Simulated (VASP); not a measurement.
# CoO (Pm-3m) in VASP: a series of runs, part 2 of 2

VASP 6.6.1. The steps go on from the part before.

## (4) Single point, PBE-based screened hybrid with 25 % exact exchange, collinear spin, ferromagnetic start

This run uses another cell than the first one, of 8.99 Å³/atom.

The input, POSCAR:

```
CoO
1.0
    2.6198275471      0.0000000000      0.0000000000
    0.0000000000      2.6198275471      0.0000000000
    0.0000000000      0.0000000000      2.6198275471
Co O
1 1
Direct
    0.0000000000      0.0000000000      0.0000000000
    0.5000000000      0.5000000000      0.5000000000
```

The input, INCAR.step1:

```
PREC     = Accurate       # precision mode
ENCUT    = 520            # plane-wave cutoff, eV
EDIFF    = 1E-5           # SCF threshold, eV
ISMEAR   = -1             # smearing method
SIGMA    = 0.05           # smearing width, eV
LREAL    = False          # projectors in reciprocal space
LASPH    = True           # aspherical terms in the spheres
NELM     = 150            # most SCF steps
ALGO     = Normal         # electronic algorithm
ISIF     = 2              # what is computed and relaxed
LWAVE    = True           # write WAVECAR
LCHARG   = False          # write CHGCAR
ISPIN    = 2              # spin polarisation
MAGMOM   = 2 0            # initial moments
LORBIT   = 11             # projections on sites
LMAXMIX  = 4              # l up to which the mixer works
NBANDS   = 18             # bands
GGA      = PE             # functional
```

The input, INCAR.step2:

```
PREC     = Accurate       # precision mode
ENCUT    = 520            # plane-wave cutoff, eV
EDIFF    = 1E-6           # SCF threshold, eV
ISMEAR   = -1             # smearing method
SIGMA    = 0.05           # smearing width, eV
LREAL    = False          # projectors in reciprocal space
LASPH    = True           # aspherical terms in the spheres
NELM     = 150            # most SCF steps
ALGO     = Normal         # electronic algorithm
ISIF     = 2              # what is computed and relaxed
LWAVE    = False          # write WAVECAR
LCHARG   = False          # write CHGCAR
ISPIN    = 2              # spin polarisation
MAGMOM   = 2 0            # initial moments
LORBIT   = 11             # projections on sites
LMAXMIX  = 4              # l up to which the mixer works
GGA      = PE             # functional
LHFCALC  = True           # exact exchange
AEXX     = 0.25           # exact-exchange fraction
HFSCREEN = 0.3            # screening, 1/A
PRECFOCK = Normal       
NBANDS   = 18             # bands
ISTART   = 1
```

The input, KPOINTS:

```
Automatic mesh
0
Gamma
  5 5 5
```

Command:

```bash
> cat potpaw_PBE.64/Co/POTCAR potpaw_PBE.64/O/POTCAR > POTCAR
> cp INCAR.step1 INCAR
> mpirun -np 1 vasp_std > vasp.out
> cp INCAR.step2 INCAR
> mpirun -np 1 vasp_std > vasp.out
```

It took 22 min on 1 thread of Intel Xeon Platinum 8259CL at 2.50GHz (Skylake/Cascade Lake), shared host; peak memory 0.24 GiB.

The run converged. Its results:

```
Free energy                                           : -17.7194 eV
Pressure                                              : -0.1 GPa
Band gap on the k mesh                                : 2.70 eV (least direct gap 3.50 eV)
Net moment                                            : 3.00 μB per cell
Site moments                                          : Co +2.68; O +0.27 μB
Valence electrons inside the program's atomic spheres : Co 7.69; O 5.02
```

Levels at points of the mesh, in eV from the valence-band top:
Spin up:
```csv
k point,band 7,band 8,band 9,band 10,band 11,band 12
"(0.00, 0.00, 0.00)",-1.74,-1.74,-1.74,2.70,17.58,17.58
```
Spin down:
| k point | band 4 | band 5 | band 6 | band 7 | band 8 | band 9 |
| --- | --- | --- | --- | --- | --- | --- |
| (0.00, 0.00, 0.00) | -0.90 | -0.90 | -0.90 | 3.48 | 4.38 | 4.38 |

Caveat: the k points lie up to 0.48 Å⁻¹ apart; the PAW data sets were made with another functional, which shifts forces and pressure a little; an odd mesh through Γ misses points on the zone boundary, where band edges can lie; a cell with one magnetic atom can't hold antiferromagnetic order, which such compounds often take.

## (5) Single point, BLYP, collinear spin, ferromagnetic start

This run uses another cell than the first one, of 9.37 Å³/atom.

The input, INCAR:

```
SYSTEM = CoO
AGGAC = 1.0
AGGAX = 1.0
ALDAC = 0.0
ALDAX = 1.0
ALGO = Normal
EDIFF = 1E-6
ENCUT = 700
GGA = B5
GGA_COMPAT = .False.
ISIF = 2
ISMEAR = -1
ISPIN = 2
LASPH = .True.
LCHARG = .True.
LELF = .True.
LMAXMIX = 4
LORBIT = 11
LREAL = .False.
LVHAR = .True.
LWAVE = .False.
MAGMOM = 2 0
NBANDS = 22
NELM = 200
PREC = Accurate
SIGMA = 0.05
```

The input, KPOINTS:

```
k-points
0
Gamma
  7 7 7
  0 0 0
```

The input, POSCAR:

```
CoO
1.0
    2.6558674715      0.0000000000      0.0000000000
    0.0000000000      2.6558674715      0.0000000000
    0.0000000000      0.0000000000      2.6558674715
Co O
1 1
Direct
    0.0000000000      0.0000000000      0.0000000000
    0.5000000000      0.5000000000      0.5000000000
```

Potentials or basis: VASP PAW PBE potentials, release 64 (Co_sv, O).

Command:

```bash
> cat potpaw_PBE.64/Co_sv/POTCAR potpaw_PBE.64/O/POTCAR > POTCAR
> mpirun -np 1 vasp_std > vasp.out
```

Run time: 53 s. Hardware: 1 thread of AMD EPYC 7R43 (Zen 3), shared host; peak memory 0.12 GiB.

It converged, with:

| Item | Value |
| --- | --- |
| Free energy | -11.3931 eV |
| Pressure | -0.8 GPa |
| Band gap on the k mesh | zero (filled and empty bands overlap) |
| Net moment | 3.00 μB per cell |
| Site moments | Co +2.47; O +0.44 μB |
| Valence electrons inside the program's atomic spheres | Co 14.90; O 4.92 |

Levels at points of the mesh, in eV from the Fermi level:
Spin up:
```csv
k point,band 10,band 11,band 12,band 13,band 14,band 15,band 16,band 17
"(0.00, 0.00, 0.00)",-2.68,-2.55,-2.55,-2.55,0.57,15.54,15.54,19.28
```
Spin down:
```tsv
k point	band 7	band 8	band 9	band 10	band 11	band 12	band 13	band 14
(0.00, 0.00, 0.00)	-2.44	-1.89	-1.89	-1.89	0.46	0.46	0.46	1.18
```

Caveat: the PAW data sets were made with another functional, which shifts forces and pressure a little; a cell with one magnetic atom can't hold antiferromagnetic order, which such compounds often take; semilocal functionals often make such compounds metallic where correlation or magnetic order opens a gap, which also shifts bond lengths. With open d or f shells a metallic result of BLYP can be an artefact of self-interaction; +U or a hybrid may open a gap.

## (6) Summary

```csv
level,potentials or basis,cell,k mesh,cutoff (eV),grid for exact exchange (PRECFOCK),share of exact exchange,screening parameter,gap on the mesh (eV),pressure (GPa),moment (μB)
PBEsol-based global hybrid with 25 % exact exchange,"VASP PAW PBE potentials, release 64 (Co, O)","a = 2.589 Å, 2 atoms",5 × 5 × 5,520,Normal,0.25,-,3.93,-0.2,3.00
PBEsol-based screened hybrid with 25 % exact exchange,"VASP PAW PBE potentials, release 64 (Co, O)","a = 2.590 Å, 2 atoms",5 × 5 × 5,520,Normal,0.25,0.207 1/Å,3.15,-0.1,3.00
PBE-based screened hybrid with 25 % exact exchange,"VASP PAW PBE potentials, release 64 (Co, O)","a = 2.620 Å, 2 atoms",5 × 5 × 5,520,Normal,0.25,0.3 1/Å,2.70,-0.1,3.00
BLYP,"VASP PAW PBE potentials, release 64 (Co_sv, O)","a = 2.656 Å, 2 atoms",7 × 7 × 7,700,-,-,-,none,-0.8,3.00
```

Alike in all rows: task single point; spin collinear, ferromagnetic start; smearing fermi-dirac 0.05 eV.

Caveats: some runs use coarse meshes; the PAW data sets were made with another functional, which shifts forces and pressure a little; a cell with one magnetic atom can't hold antiferromagnetic order, which such compounds often take; an odd mesh through Γ misses points on the zone boundary, where band edges can lie (at least some runs); semilocal functionals often make such compounds metallic where correlation or magnetic order opens a gap, which also shifts bond lengths (at least some runs).

Absolute energies hang on the potentials; compare differences alone.
